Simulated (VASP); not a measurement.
# MoS2 (P-6m2) in VASP: further runs, part 2 of 2

VASP 6.6.1.

## (3) Single point, PBE+D3(BJ) (19.03 Å³/atom)

This run uses another cell than the first one, of 19.03 Å³/atom.

Input file INCAR:

```
PREC     = Accurate       # precision mode
ENCUT    = 500            # plane-wave cutoff, eV
EDIFF    = 1E-6           # SCF threshold, eV
ISMEAR   = 0              # smearing method
SIGMA    = 0.05           # smearing width, eV
LREAL    = F              # projectors in reciprocal space
LASPH    = T              # aspherical terms in the spheres
NELM     = 120            # most SCF steps
ALGO     = Normal         # electronic algorithm
ISIF     = 2              # what is computed and relaxed
LWAVE    = F              # write WAVECAR
LCHARG   = T              # write CHGCAR
GGA      = PE             # functional
IVDW     = 12             # dispersion correction
LELF     = T              # ELF
LVHAR    = T            
NBANDS   = 20             # bands
GGA_COMPAT= F
```

Input file KPOINTS:

```
Automatic mesh
0
Gamma
  12 12 6
```

Input file POSCAR:

```
MoS2
1.0
    3.2347362371      0.0000000000      0.0000000000
   -1.6173681186      2.8013637559      0.0000000000
    0.0000000000      0.0000000000      6.2990018746
Mo S
1 2
Direct
    0.0000000000      0.0000000000      0.0000000000
    0.3333333333      0.6666666667      0.2357940733
    0.3333333333      0.6666666667      0.7642059267
```

Potentials or basis: VASP PAW PBE potentials, release 64 (Mo_sv, S).

The run is started by

```console
$ cat potpaw_PBE.64/Mo_sv/POTCAR potpaw_PBE.64/S/POTCAR > POTCAR
$ mpirun -np 1 vasp_std > vasp.out
```

OUTCAR:

```text
PREC = Accurate
   ENCUT = 500
   EDIFF = 1E-6
   ISMEAR = 0
   LREAL = F
   LASPH = T
   NELM = 120
   ISIF = 2
   GGA = PE
   IVDW = 12
 IVDW          = 12

 ion  position               nearest neighbor table
   1  0.000  0.000  0.000-   2 2.39   3 2.39   2 2.39   3 2.39   2 2.39   3 2.39
   2  0.333  0.667  0.236-   1 2.39   1 2.39   1 2.39
   3  0.333  0.667  0.764-   1 2.39   1 2.39   1 2.39

  LATTYP: Found a hexagonal cell.
 ALAT       =     3.2347362371
 C/A-ratio  =     1.9473000000

  Lattice vectors:

 A1 = (   3.2347362371,   0.0000000000,   0.0000000000)
 A2 = (  -1.6173681186,   2.8013637559,   0.0000000000)
 A3 = (   0.0000000000,   0.0000000000,   6.2990018746)

Analysis of symmetry for initial positions (statically):
=====================================================================
 Subroutine PRICEL returns:
 Original cell was already a primitive cell.

 Routine SETGRP: Setting up the symmetry group for a
 hexagonal supercell.

 Subroutine GETGRP returns: Found 12 space group operations
 (whereof 12 operations were pure point group operations)
 out of a pool of 24 trial point group operations.

The static configuration has the point symmetry D_3h.

Analysis of symmetry for dynamics (positions and initial velocities):
=====================================================================
 Subroutine PRICEL returns:
 Original cell was already a primitive cell.

 Routine SETGRP: Setting up the symmetry group for a
 hexagonal supercell.

 Subroutine GETGRP returns: Found 12 space group operations
 (whereof 12 operations were pure point group operations)
 out of a pool of 24 trial point group operations.

The dynamic configuration has the point symmetry D_3h.

 Subroutine INISYM returns: Found 12 space group operations
 (whereof 12 operations are pure point group operations),
 and found     1 'primitive' translations

[... 113 lines left out ...]
   IALGO  =     38    algorithm
   IMIX   =      4    mixing-type and parameters
     AMIX     =   0.40;   BMIX     =  1.00
     AMIX_MAG =   1.60;   BMIX_MAG =  1.00
  volume/ion in A,a.u.               =      19.03       128.40
  Fermi-wavevector in a.u.,A,eV,Ry     =   1.259619  2.380335 21.587552  1.586640
  Thomas-Fermi vector in A             =   2.393170
   LORBIT       =      0    0 simple, 1 ext, 2 COOP (PROOUT), +10 PAW based schemes
   GGA     = PE    functional components
   LHFCALC =     F    Hartree Fock is set to
   AEXX    =    0.0000 exact exchange contribution
   IVDW    =    12    specifies the selected vdW correction
   LEPSILON=     F    determine dielectric tensor
   LRPA    =     F    only Hartree local field effects (RPA)
 non-spin polarized calculation
 Gauss-broadening in eV      SIGMA  =   0.05
  energy-cutoff  :      500.00
  volume of cell :       57.08
 maximum number of plane-waves:      1472
 NGX is ok and might be reduce to    24
   NGX = 11   NGY = 11   NGZ = 23

 number of electron      26.0000000 magnetization

 Free energy of the ion-electron system (eV)
  ---------------------------------------------------
  ext. energy  EPLUGINS =         0.00000000
  ---------------------------------------------------
  free energy    TOTEN  =       -21.67254397 eV

  energy without entropy =      -21.67254365  energy(sigma->0) =      -21.67254381

 E-fermi :   7.2120     XC(G=0): -10.3223

 val. band max:        7.0955758504   @ k =   0.0000   0.0000   0.5000
 cond. band min:       7.3499764785   @ k =   0.3333   0.3333   0.0000
 fundamental gap:      0.2544006281
 Fermi energy:         7.2120031053

 k-point     1 :       0.0000    0.0000    0.0000
  band No.  band energies     occupation
      1     -54.7983      2.00000
      2     -28.9242      2.00000
      3     -28.7900      2.00000
      4     -28.7900      2.00000
      5      -8.1685      2.00000
      6      -6.3922      2.00000
[... 541 lines left out ...]
     19      14.2753      0.00000
     20      14.9375      0.00000

 [... further k-points ...]

------------------------ aborting loop because EDIFF is reached ----------------------------------------

 Edisp (eV)   -1.18862

 E8    (eV) :    -0.4791

  FORCE on cell =-STRESS in cart. coord.  units (eV):
  Direction    XX          YY          ZZ          XY          YZ          ZX
  --------------------------------------------------------------------------------------
  -------------------------------------------------------------------------------------
  Total      -1.29248    -1.29248     3.54411     0.00000     0.00000     0.00000
  in kB     -36.27886   -36.27886    99.48040     0.00000     0.00000     0.00000
  external pressure =        8.97 kB  Pullay stress =        0.00 kB

 VOLUME and BASIS-vectors are now :
 -----------------------------------------------------------------------------
  energy-cutoff  :      500.00
  volume of cell :       57.08
      direct lattice vectors                 reciprocal lattice vectors
     3.234736237  0.000000000  0.000000000     0.309144217  0.178484497  0.000000000
    -1.617368119  2.801363756  0.000000000     0.000000000  0.356968993  0.000000000
     0.000000000  0.000000000  6.299001875     0.000000000  0.000000000  0.158755311

 POSITION                                       TOTAL-FORCE (eV/Angst)
 -----------------------------------------------------------------------------------
      0.00000      0.00000      0.00000         0.000000     -0.000000      0.000000
     -0.00000      1.86758      1.48527        -0.000000      0.000000      0.948656
     -0.00000      1.86758      4.81373         0.000000      0.000000     -0.948656
 -----------------------------------------------------------------------------------
    total drift:                                0.000000     -0.000000     -0.000000

  FREE ENERGIE OF THE ION-ELECTRON SYSTEM (eV)
  ---------------------------------------------------
  free  energy   TOTEN  =       -22.8611683422 eV

  energy  without entropy=      -22.8611680291  energy(sigma->0) =      -22.86116819
```

OSZICAR:

```text
N       E                     dE             d eps       ncg     rms          rms(c)
DAV:   1     0.177155615196E+03    0.17716E+03   -0.13088E+04  3072   0.118E+03
DAV:   2    -0.160364672547E+02   -0.19319E+03   -0.18821E+03  3788   0.307E+02
DAV:   3    -0.231137267143E+02   -0.70773E+01   -0.70169E+01  3732   0.552E+01
DAV:   4    -0.232010826511E+02   -0.87356E-01   -0.87294E-01  3828   0.644E+00
DAV:   5    -0.232024835133E+02   -0.14009E-02   -0.14008E-02  3788   0.787E-01    0.247E+01
DAV:   6    -0.220221493591E+02    0.11803E+01   -0.11125E+01  3220   0.200E+01    0.920E+00
DAV:   7    -0.217581496694E+02    0.26400E+00   -0.35318E+00  3112   0.111E+01    0.606E+00
DAV:   8    -0.216721168227E+02    0.86033E-01   -0.46155E-01  3500   0.422E+00    0.165E+00
DAV:   9    -0.216731409127E+02   -0.10241E-02   -0.17444E-02  3564   0.835E-01    0.567E-01
DAV:  10    -0.216724814277E+02    0.65949E-03   -0.72649E-03  3400   0.554E-01    0.107E-01
DAV:  11    -0.216725503957E+02   -0.68968E-04   -0.10347E-03  3616   0.219E-01    0.971E-02
DAV:  12    -0.216725148102E+02    0.35585E-04   -0.14681E-04  3492   0.752E-02    0.165E-02
DAV:  13    -0.216725435463E+02   -0.28736E-04   -0.36454E-05  3260   0.335E-02    0.793E-03
DAV:  14    -0.216725439661E+02   -0.41981E-06   -0.10260E-06  3216   0.557E-03
   1 F= -.22861168E+02 E0= -.22861168E+02  d E =-.313101E-06
```

It took 38 s on 1 thread of Intel Xeon Platinum 8488C (Sapphire Rapids), shared host; peak memory 0.23 GiB.

Results:

```
Free energy                : -22.8612 eV
Pressure                   : 0.9 GPa
Largest force              : 0.949 eV/Å
Band gap on the k mesh     : 0.25 eV (least direct gap 1.37 eV)
Dispersion energy per atom : -0.396 eV
```

Forces in eV/Å, atoms in the order of the input:
```
Mo   0.000  0.000  0.000
S    0.000  0.000  0.949
S    0.000  0.000 -0.949
```

A k mesh can miss the band edges.

## (4) Single point, PBE+D3(BJ) (19.03 Å³/atom)

This run uses another cell than the first one, of 19.03 Å³/atom.

INCAR is that of step 3.

KPOINTS is that of step 3.

Input file POSCAR:

```
MoS2
1.0
    3.1776221447      0.0000000000      0.0000000000
   -1.5888110724      2.7519015009      0.0000000000
    0.0000000000      0.0000000000      6.5274714096
Mo S
1 2
Direct
    0.0000000000      0.0000000000      0.0000000000
    0.3333333333      0.6666666667      0.2357940733
    0.3333333333      0.6666666667      0.7642059267
```

The run is started by

```console
$ cat potpaw_PBE.64/Mo_sv/POTCAR potpaw_PBE.64/S/POTCAR > POTCAR
$ mpirun -np 1 vasp_std > vasp.out
```

It took 42 s on 1 thread of Intel Xeon Platinum 8488C (Sapphire Rapids), shared host; peak memory 0.23 GiB.

It converged, with:

| Item | Value |
| --- | --- |
| Free energy | -22.9761 eV |
| Pressure | 0.2 GPa |
| Largest force | 0.307 eV/Å |
| Band gap on the k mesh | 0.99 eV (least direct gap 1.63 eV) |
| Dispersion energy per atom | -0.397 eV |

Forces on the atoms (eV/Å):
```
Mo   0.000  0.000  0.000
S    0.000  0.000  0.307
S    0.000  0.000 -0.307
```

Stress tensor (GPa, compression positive):
```
-1.32  0.00  0.00
 0.00 -1.32  0.00
 0.00  0.00  3.20
```

Levels at points of the mesh, in eV from the valence-band top:
```csv
k point,band 10,band 11,band 12,band 13,band 14,band 15,band 16,band 17
"(0.00, 0.00, 0.00)",-2.21,-2.21,-1.46,-0.99,2.19,2.19,2.40,2.40
"(0.50, 0.00, 0.00)",-3.88,-2.00,-1.71,-1.49,1.61,2.06,3.68,3.90
"(0.00, 0.00, 0.50)",-3.12,-2.24,-2.24,0.00,2.11,2.11,2.52,2.52
"(0.50, 0.00, 0.50)",-3.91,-2.96,-1.63,-1.03,1.63,2.23,2.99,3.68
```

A k mesh can miss the band edges.

## (5) Single point, PBE+D3(BJ) (19.03 Å³/atom)

This run uses another cell than the first one, of 19.03 Å³/atom.

Input file INCAR:

```
SYSTEM = MoS2
  PREC = Accurate
  ENCUT = 500
  EDIFF = 1E-6
  ISMEAR = 0
  SIGMA = 0.05
  LREAL = .FALSE.
  LASPH = .TRUE.
  NELM = 120
  ALGO = Normal
  ISIF = 2
  LWAVE = .FALSE.
  LCHARG = .FALSE.
  GGA = PE
  IVDW = 12
  NBANDS = 20
  GGA_COMPAT = .FALSE.
```

Input file KPOINTS:

```
Automatic mesh
0
G
  12 12 6
  0 0 0
```

Input file POSCAR:

```
MoS2
1.0
    3.1215013320      0.0000000000      0.0000000000
   -1.5607506660      2.7032994514      0.0000000000
    0.0000000000      0.0000000000      6.7642933864
Mo S
1 2
Direct
    0.0000000000      0.0000000000      0.0000000000
    0.3333333333      0.6666666667      0.2357940733
    0.3333333333      0.6666666667      0.7642059267
```

The run is started by

```console
$ cat potpaw_PBE.64/Mo_sv/POTCAR potpaw_PBE.64/S/POTCAR > POTCAR
$ mpirun -np 1 vasp_std > vasp.out
```

Run time: 46 s. Hardware: 1 thread of Intel Xeon Platinum 8488C (Sapphire Rapids), shared host; peak memory 0.23 GiB.

It converged, with:

| Property | Result |
| --- | --- |
| Free energy | -22.9751 eV |
| Pressure | -0.4 GPa |
| Largest force | 0.336 eV/Å |
| Band gap on the k mesh | 1.34 eV (least direct gap 1.90 eV) |
| Dispersion energy per atom | -0.398 eV |

Forces on the atoms (eV/Å):
```
Mo   0.000  0.000  0.000
S    0.000  0.000 -0.336
S    0.000  0.000  0.336
```

Stress tensor (GPa, compression positive):
```
 1.17  0.00  0.00
 0.00  1.17  0.00
 0.00  0.00 -3.54
```

Levels at points of the mesh, in eV from the valence-band top:
```csv
k point,band 11,band 12,band 13,band 14,band 15,band 16
"(0.00, 0.00, 0.00)",-1.50,-1.50,-0.87,2.72,2.72,2.82
"(0.50, 0.00, 0.00)",-1.94,-1.09,-1.02,2.27,2.59,4.01
"(0.00, 0.00, 0.50)",-1.51,-1.51,0.00,2.66,2.66,2.90
"(0.50, 0.00, 0.50)",-2.68,-0.96,-0.69,2.29,2.81,3.38
```

## (6) Overview

| cell | gap on the mesh (eV) | pressure (GPa) | largest force (eV/Å) |
| --- | --- | --- | --- |
| a = 3.052, b = 3.052, c = 6.793 Å, angles 90.0, 90.0, 120.0°, 3 atoms | 1.41 | 5.6 | 0.01 |
| a = 3.235, b = 3.235, c = 6.299 Å, angles 90.0, 90.0, 120.0°, 3 atoms | 0.25 | 0.9 | 0.95 |
| a = 3.178, b = 3.178, c = 6.527 Å, angles 90.0, 90.0, 120.0°, 3 atoms | 0.99 | 0.2 | 0.31 |
| a = 3.122, b = 3.122, c = 6.764 Å, angles 90.0, 90.0, 120.0°, 3 atoms | 1.34 | -0.4 | 0.34 |

Alike in all rows: task single point; level PBE+D3(BJ); potentials or basis VASP PAW PBE potentials, release 64 (Mo_sv, S); no spin polarisation; k mesh 12 × 12 × 6; cutoff (eV) 500; smearing gaussian 0.05 eV.

Caveats: the cell stands under pressure (at least some runs).

Total energies depend on the potentials used, so only differences within one code and one set of settings carry meaning.
